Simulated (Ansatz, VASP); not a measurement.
# One calculation of Te, two programs

File INCAR:

```
SYSTEM = Te
ALGO = Normal
EDIFF = 1E-7
EDIFFG = -0.01
ENCUT = 600
GGA = RE
IBRION = 2
ISIF = 3
ISMEAR = -1
LASPH = .TRUE.
LCHARG = .FALSE.
LREAL = .FALSE.
LWAVE = .FALSE.
NELM = 80
NSW = 80
PREC = Accurate
SIGMA = 0.1
```

Contents of KPOINTS:

```
k-points
0
G
  4 4 4
  0 0 0
```

Contents of POSCAR:

```
Te
1.0
    6.1330711348      0.0000000000      0.0000000000
    0.0000000000      6.1330711348      0.0000000000
    0.0000000000      0.0000000000      6.1330711348
Te
8
Direct
    0.0000000000      0.0000000000      0.0000000000
    0.5000000000      0.5000000000      0.5000000000
    0.2500000000      0.0000000000      0.5000000000
    0.7500000000      0.0000000000      0.5000000000
    0.5000000000      0.2500000000      0.0000000000
    0.5000000000      0.7500000000      0.0000000000
    0.0000000000      0.5000000000      0.2500000000
    0.0000000000      0.5000000000      0.7500000000
```

Input for Ansatz:

```yaml
crystal:
  lattice:
    - [6.1330711348, 0.0, 0.0]
    - [0.0, 6.1330711348, 0.0]
    - [0.0, 0.0, 6.1330711348]
  atoms:
    - { symbol: Te, position: [0.0, 0.0, 0.0] }
    - { symbol: Te, position: [0.5, 0.5, 0.5] }
    - { symbol: Te, position: [0.25, 0.0, 0.5] }
    - { symbol: Te, position: [0.75, 0.0, 0.5] }
    - { symbol: Te, position: [0.5, 0.25, 0.0] }
    - { symbol: Te, position: [0.5, 0.75, 0.0] }
    - { symbol: Te, position: [0.0, 0.5, 0.25] }
    - { symbol: Te, position: [0.0, 0.5, 0.75] }
hamiltonian:
  xc: revpbe
  pseudopotentials:
    kind: paw
    azcp:
      Te: "pseudopotentials/Te.paw.azcp"
basis:
  ecutwfc: 420
  fft_grid_basis: typed
kpoints:
  mp_grid: { grid: [4, 4, 4], shift: [0, 0, 0] }
magnetization:
  spin_polarized: false
scf:
  occupations: { method: fermi_dirac, width: 0.1 }
relax:
  max_steps: 60
  f_tol: 0.01
  cell: {}
```

Alike in both runs: task relaxation of cell and atoms; functional revPBE; k mesh 4 × 4 × 4; occupations fermi-dirac, width 0.1 eV; no spin polarisation.

|  | VASP | Ansatz |
| --- | --- | --- |
| version | VASP 6.6.1 | Ansatz 0.2.0 |
| potentials or method | VASP PAW PBE potentials, release 64 (Te), cutoff 600 eV | plane waves (420 eV) with PAW, scalar-relativistic |
| valence electrons in the cell | 48 | 128 |

|  | VASP | Ansatz | Ansatz less VASP |
| --- | --- | --- | --- |
| relaxed volume (Å³/atom) | 29.74 | 29.80 | +0.057 |
| relaxed cell length with the largest relative difference (Å) | 6.197 | 6.201 | +0.0040 |

VASP's potentials were made for PBE, not for revPBE. VASP's potentials hold 48 valence electrons a cell and Ansatz's 128, so a difference there can come from the potentials and not from the codes.

Spin-orbit coupling is off throughout. Noted on VASP's run: too few bands were computed for a metal, which touches its energy and stress.
